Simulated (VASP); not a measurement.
A run of VASP 6.6.1:

INCAR

```
ALGO = Normal ; EDIFF = 1E-7
ENCUT = 520 ; GGA = PE
ISIF = 2 ; ISMEAR = 0
LASPH = T ; LCHARG = F
LREAL = F ; LWAVE = F
NBANDS = 20 ; NELM = 100
PREC = Accurate ; SIGMA = 0.1
```

The input KPOINTS:

```
k-points
0
Gamma
  4 4 4
```

Contents of POSCAR:

```
AlClF2
1.0
    4.0316691800      0.0000000000      0.0000000000
    0.0000000000      4.0316691800      0.0000000000
    0.0000000000      0.0000000000      4.4929667400
Al Cl F
1 1 2
Direct
    0.5000000000      0.5000000000      0.0000000000
    0.0000000000      0.0000000000      0.0000000000
    0.5000000000      0.5000000000      0.6616495200
    0.5000000000      0.5000000000      0.3383504800
```

Potentials or basis: VASP PAW PBE potentials, release 64 (Al, Cl, F).

The run is started by

```console
$ cat potpaw_PBE.64/Al/POTCAR potpaw_PBE.64/Cl/POTCAR potpaw_PBE.64/F/POTCAR > POTCAR
$ mpirun -np 1 vasp_std > vasp.out
```

Hardware: 1 thread of Intel Xeon 8259CL, with other jobs on the host.

How long does it take, and how much memory?

Run time: 40 s on 1 thread of Intel Xeon 8259CL, with other jobs on the host, peak memory 0.18 GiB. Counts: scf iterations 15, k points 18.
